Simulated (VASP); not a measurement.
# Si4B in VASP: further runs, part 2 of 2

VASP 6.6.1. Earlier steps stand in the parts before.

## Step 3: Single point, PBE

INCAR reads:

```
PREC = Accurate ; ENCUT = 500
EDIFF = 1E-6 ; ISMEAR = 0
SIGMA = 0.2 ; LREAL = False
LASPH = True ; NELM = 120
ALGO = Normal ; ISIF = 2
LWAVE = False ; LCHARG = False
GGA = PE ; NBANDS = 18
GGA_COMPAT = False
```

KPOINTS reads:

```
regular mesh
0
Gamma
  4 4 4
```

POSCAR reads:

```
Si4B
1.0
    4.1524109279      0.0000000000      0.0000000000
    0.0000000000      4.1524109279      0.0000000000
    0.0000000000      0.0000000000      4.1524109279
Si B
4 1
Direct
    0.0000000000      0.5000000000      0.5000000000
    0.5000000000      0.0000000000      0.5000000000
    0.5000000000      0.5000000000      0.0000000000
    0.0000000000      0.0000000000      0.0000000000
    0.5000000000      0.5000000000      0.5000000000
```

Potentials or basis: VASP PAW PBE potentials, release 64 (Si, B).

Launch:

```sh
cat potpaw_PBE.64/Si/POTCAR potpaw_PBE.64/B/POTCAR > POTCAR
mpirun -np 1 vasp_std > vasp.out
```

Wall time 20 s (1 thread of Intel Xeon 8259CL, shared host); peak memory 0.16 GiB.

The run converged. Its results:

| Property | Result |
| --- | --- |
| Free energy | -24.3794 eV |
| Pressure | 0.2 GPa |

Levels at points of the mesh, in eV from the Fermi level:
```tsv
k point	band 7	band 8	band 9	band 10	band 11	band 12
(0.00, 0.00, 0.00)	-4.85	0.09	0.09	0.09	2.31	2.56
(0.50, 0.00, 0.00)	-3.74	-2.44	-2.44	-0.85	2.45	2.45
(0.50, 0.50, 0.00)	-1.26	-1.26	-0.68	-0.68	-0.31	-0.23
(0.50, 0.50, 0.50)	-5.70	-5.70	3.78	3.78	3.78	5.28
```

Caveat: the k points lie up to 0.38 Å⁻¹ apart.

## Step 4: Single point, PBE

This run uses another cell than the first one, of 18.88 Å³/atom, 1.316 times its volume.

INCAR reads:

```
ALGO = Normal ; EDIFF = 1E-6
ENCUT = 500 ; GGA = PE
GGA_COMPAT = F ; ISIF = 2
ISMEAR = 0 ; LASPH = T
LCHARG = F ; LREAL = F
LWAVE = F ; NBANDS = 18
NELM = 120 ; PREC = Accurate
SIGMA = 0.2
```

KPOINTS reads:

```
k-points
0
Gamma
  4 4 4
```

POSCAR reads:

```
Si4B
1.0
    4.5535017375      0.0000000000      0.0000000000
    0.0000000000      4.5535017375      0.0000000000
    0.0000000000      0.0000000000      4.5535017375
Si B
4 1
Direct
    0.5000000000      0.5000000000      0.5000000000
    0.0000000000      0.5000000000      0.5000000000
    0.5000000000      0.0000000000      0.5000000000
    0.5000000000      0.5000000000      0.0000000000
    0.0000000000      0.0000000000      0.0000000000
```

Launch:

```sh
cat potpaw_PBE.64/Si/POTCAR potpaw_PBE.64/B/POTCAR > POTCAR
mpirun -np 1 vasp_std > vasp.out
```

Wall time 30 s (1 thread of Intel Xeon 8259CL, shared host); peak memory 0.2 GiB.

Results (log left out):

```
Free energy : -20.2119 eV
Pressure    : 0.3 GPa
```

Levels at points of the mesh, in eV from the Fermi level:
```
           k point  band 6  band 7  band 8  band 9  band 10  band 11  band 12  band 13
(0.00, 0.00, 0.00)   -5.18   -5.18    0.51    0.53     0.53     0.53     2.19     2.19
(0.50, 0.00, 0.00)   -4.23   -3.26   -1.28   -1.28     0.37     1.59     2.34     2.45
(0.50, 0.50, 0.00)   -3.70   -0.75   -0.47   -0.47    -0.22    -0.22     0.74     1.88
(0.50, 0.50, 0.50)   -3.74   -3.74   -3.74    2.04     2.04     3.80     3.80     3.80
```

## Step 5: Single point, PBE

This run uses another cell than the first one: it holds 10 atoms, not 5.

INCAR reads:

```
PREC = Accurate
ENCUT = 500
EDIFF = 1E-6
ISMEAR = 0
SIGMA = 0.2
LREAL = F
LASPH = T
NELM = 120
ALGO = Normal
ISIF = 2
LWAVE = F
LCHARG = F
GGA = PE
NBANDS = 30
GGA_COMPAT = F
```

KPOINTS reads:

```
Automatic mesh
0
Gamma
  3 3 3
```

POSCAR reads:

```
Si4B
1.0
    0.0000000000      4.5481760318      4.5481760318
    4.5481760318      0.0000000000      4.5481760318
    4.5481760318      4.5481760318      0.0000000000
Si B
8 2
Direct
    0.2500241347      0.7499758653      0.7499758653
    0.7499758653      0.2500241347      0.2500241347
    0.7499758653      0.2500241347      0.7499758653
    0.2500241347      0.7499758653      0.2500241347
    0.7499758653      0.7499758653      0.2500241347
    0.2500241347      0.2500241347      0.7499758653
    0.0000000000      0.0000000000      0.0000000000
    0.5000000000      0.5000000000      0.5000000000
    0.2500000000      0.2500000000      0.2500000000
    0.7500000000      0.7500000000      0.7500000000
```

Potentials or basis: VASP PAW PBE potentials, release 64 (Si, B).

Launch:

```sh
cat potpaw_PBE.64/Si/POTCAR potpaw_PBE.64/B/POTCAR > POTCAR
mpirun -np 1 vasp_std > vasp.out
```

OUTCAR:

```text
PREC = Accurate
   ENCUT = 500
   EDIFF = 1E-6
   ISMEAR = 0
   LREAL = F
   LASPH = T
   NELM = 120
   ISIF = 2
   GGA = PE

 ion  position               nearest neighbor table
   1  0.250  0.750  0.750-   8 2.27   7 2.27
   2  0.750  0.250  0.250-   8 2.27   7 2.27
   3  0.750  0.250  0.750-   8 2.27   7 2.27
   4  0.250  0.750  0.250-   8 2.27   7 2.27
   5  0.750  0.750  0.250-   8 2.27   7 2.27
   6  0.250  0.250  0.750-   8 2.27   7 2.27
   7  0.000  0.000  0.000-   1 2.27   2 2.27   3 2.27   4 2.27   5 2.27   6 2.27
   8  0.500  0.500  0.500-   1 2.27   2 2.27   3 2.27   4 2.27   5 2.27   6 2.27
   9  0.250  0.250  0.250-
  10  0.750  0.750  0.750-

  LATTYP: Found a face centered cubic cell.
 ALAT       =     9.0963520636

  Lattice vectors:

 A1 = (   0.0000000000,   4.5481760318,   4.5481760318)
 A2 = (   4.5481760318,   0.0000000000,   4.5481760318)
 A3 = (   4.5481760318,   4.5481760318,   0.0000000000)

Analysis of symmetry for initial positions (statically):
[... 175 lines left out ...]
 k-point     1 :       0.0000    0.0000    0.0000
  band No.  band energies     occupation
      1      -7.3600      2.00000
      2      -4.9613      2.00000
      3      -2.9344      2.00000
      4      -2.9344      2.00000
      5      -2.9344      2.00000
      6      -0.1873      2.00000
[... 121 lines left out ...]
     29       8.2584      0.00000
     30       8.4352      0.00000

------------------------ aborting loop because EDIFF is reached ----------------------------------------

  FORCE on cell =-STRESS in cart. coord.  units (eV):
  Direction    XX          YY          ZZ          XY          YZ          ZX
  --------------------------------------------------------------------------------------
  -------------------------------------------------------------------------------------
  Total        0.1328119      0.1328119      0.1328119     -0.0000000     -0.0000000      0.0000000
  in kB        1.1308520      1.1308520      1.1308520     -0.0000000     -0.0000000      0.0000000
  external PRESSURE =       1.1308520 kB  Pullay stress =       0.0000000 kB

 VOLUME and BASIS-vectors are now :
 -----------------------------------------------------------------------------
  energy-cutoff  :      500.00
  volume of cell :      188.17
      direct lattice vectors                 reciprocal lattice vectors
     0.000000000  4.548176032  4.548176032    -0.109934179  0.109934179  0.109934179
     4.548176032  0.000000000  4.548176032     0.109934179 -0.109934179  0.109934179
     4.548176032  4.548176032  0.000000000     0.109934179  0.109934179 -0.109934179

 POSITION                                       TOTAL-FORCE (eV/Angst)
 -----------------------------------------------------------------------------------
      6.82204      4.54818      4.54818         0.003764      0.000000     -0.000000
      2.27431      4.54818      4.54818        -0.003764      0.000000     -0.000000
      4.54818      6.82204      4.54818        -0.000000      0.003764     -0.000000
      4.54818      2.27431      4.54818        -0.000000     -0.003764     -0.000000
      4.54818      4.54818      6.82204        -0.000000      0.000000      0.003764
      4.54818      4.54818      2.27431        -0.000000      0.000000     -0.003764
      0.00000      0.00000      0.00000        -0.000000      0.000000     -0.000000
      4.54818      4.54818      4.54818        -0.000000      0.000000     -0.000000
      2.27409      2.27409      2.27409        -0.000000     -0.000000     -0.000000
      6.82226      6.82226      6.82226         0.000000      0.000000      0.000000
 -----------------------------------------------------------------------------------
    total drift:                               -0.000000     -0.000000      0.000000

  FREE ENERGIE OF THE ION-ELECTRON SYSTEM (eV)
  ---------------------------------------------------
  free  energy   TOTEN  =       -40.1746167945 eV

  energy  without entropy=      -39.9763018348  energy(sigma->0) =      -40.07545931
```

Run time: 58 s. Hardware: 1 thread of Intel Xeon 8259CL, shared host; peak memory 0.31 GiB.

Results:

```
Free energy            : -40.1746 eV
Pressure               : 0.1 GPa
Band gap on the k mesh : zero (band 19 reaches 5.73 eV, above the bottom of band 20 at 5.08 eV)
```

Caveat: the k points lie up to 0.40 Å⁻¹ apart.

## Step 6: Summary

| cell | k mesh | gap on the mesh (eV) | pressure (GPa) |
| --- | --- | --- | --- |
| a = 4.155 Å, 5 atoms | 4 × 4 × 4 | none | 0.0 |
| a = 4.152 Å, 5 atoms | 4 × 4 × 4 | none | 0.2 |
| a = 4.554 Å, 5 atoms | 4 × 4 × 4 | none | 0.3 |
| a = 6.432 Å, angles 60.0°, 10 atoms | 3 × 3 × 3 | none | 0.1 |

Alike in all rows: task single point; level PBE; potentials or basis VASP PAW PBE potentials, release 64 (Si, B); no spin polarisation; cutoff (eV) 500; smearing gaussian 0.2 eV.

Caveats: some runs use coarse meshes.

Absolute energies hang on the potentials; compare differences alone.
